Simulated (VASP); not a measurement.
The system is PtSe2.

```xyz
6
Lattice="3.6051 0.0000 0.0000 0.0000 3.6051 0.0000 0.0000 0.0000 10.7687" Properties=species:S:1:pos:R:3 pbc="T T T"
Pt    1.8026    0.0000    4.5721
Pt    0.0000    1.8026    6.1966
Se    0.0000    0.0000    0.0000
Se    1.8026    1.8026    0.0000
Se    1.8026    0.0000    7.0678
Se    0.0000    1.8026    3.7009
```

- Program: VASP 6.6.1
- Task: relaxation of cell and atoms
- Functional: PBE
- Potentials or basis: VASP PAW PBE potentials, release 64 (Pt, Se)
- Cutoff: 500 eV
- k mesh: 10 × 10 × 4
- Occupations: gaussian, width 0.1 eV
- Spin: no spin polarisation
- Hubbard terms: Pt d U = 8.0 eV

At the start: pressure -3.9 GPa; volume 23.33 Å³/atom.

Q: How do energy, volume and symmetry change on relaxing?

A: Over 45 steps the energy falls by 51.2 meV/atom and the volume is 23.10 Å³/atom (-1.0 %); space group P4/nmm (No. 129, to 0.1 Å) before and after.

The path:
| step | energy change (eV) | largest force (eV/Å) | pressure (GPa) | volume (Å³) |
| --- | --- | --- | --- | --- |
| 1 | 0.0000 | 0.8251 | -3.93 | 139.96 |
| 3 | -0.0979 | 0.2084 | 0.14 | 133.89 |
| 5 | -0.1057 | 0.1886 | 0.20 | 133.90 |
| 7 | -0.1164 | 0.2808 | -0.01 | 134.43 |
| 9 | -0.1464 | 0.2212 | -1.31 | 137.16 |
| 11 | 0.1771 | 0.7599 | -5.90 | 148.45 |
| 13 | -0.2008 | 0.6995 | -3.03 | 141.37 |
| 15 | -0.2097 | 0.6255 | -3.05 | 141.53 |
| 17 | -0.2289 | 0.5728 | -2.55 | 140.67 |
| 19 | -0.2739 | 0.3166 | -0.07 | 136.80 |
| 21 | -0.2775 | 0.2634 | 0.26 | 136.29 |
| 23 | -0.2925 | 0.1016 | 0.21 | 135.99 |
| 25 | -0.2937 | 0.0973 | 0.08 | 136.18 |
| 27 | -0.2959 | 0.1083 | -0.28 | 136.91 |
| 29 | -0.2992 | 0.0593 | 0.19 | 136.77 |
| 31 | -0.3011 | 0.0603 | -0.01 | 137.38 |
| 33 | -0.3041 | 0.0772 | -0.73 | 139.71 |
| 35 | -0.3050 | 0.0978 | -0.59 | 139.27 |
| 37 | -0.3056 | 0.0586 | -0.53 | 139.39 |
| 39 | -0.3069 | 0.0360 | -0.24 | 138.94 |
| 41 | -0.3073 | 0.0179 | 0.01 | 138.57 |
| 43 | -0.3073 | 0.0158 | 0.02 | 138.56 |
| 45 | -0.3073 | 0.0041 | 0.02 | 138.60 |

Final structure:
```cif
data_structure
_symmetry_space_group_name_H-M 'P 1'
_symmetry_Int_Tables_number 1
_cell_length_a 3.6332
_cell_length_b 3.6332
_cell_length_c 10.4997
_cell_angle_alpha 90.000
_cell_angle_beta 90.000
_cell_angle_gamma 90.000
_cell_volume 138.60
loop_
_atom_site_label
_atom_site_type_symbol
_atom_site_fract_x
_atom_site_fract_y
_atom_site_fract_z
_atom_site_occupancy
Pt1 Pt 0.50000 0.00000 0.38938 1
Pt2 Pt 0.00000 0.50000 0.61062 1
Se1 Se 0.00000 0.00000 0.00000 1
Se2 Se 0.50000 0.50000 0.00000 1
Se3 Se 0.50000 0.00000 0.62363 1
Se4 Se 0.00000 0.50000 0.37637 1
```

Caveat: U without spin polarisation on a metal has little footing.
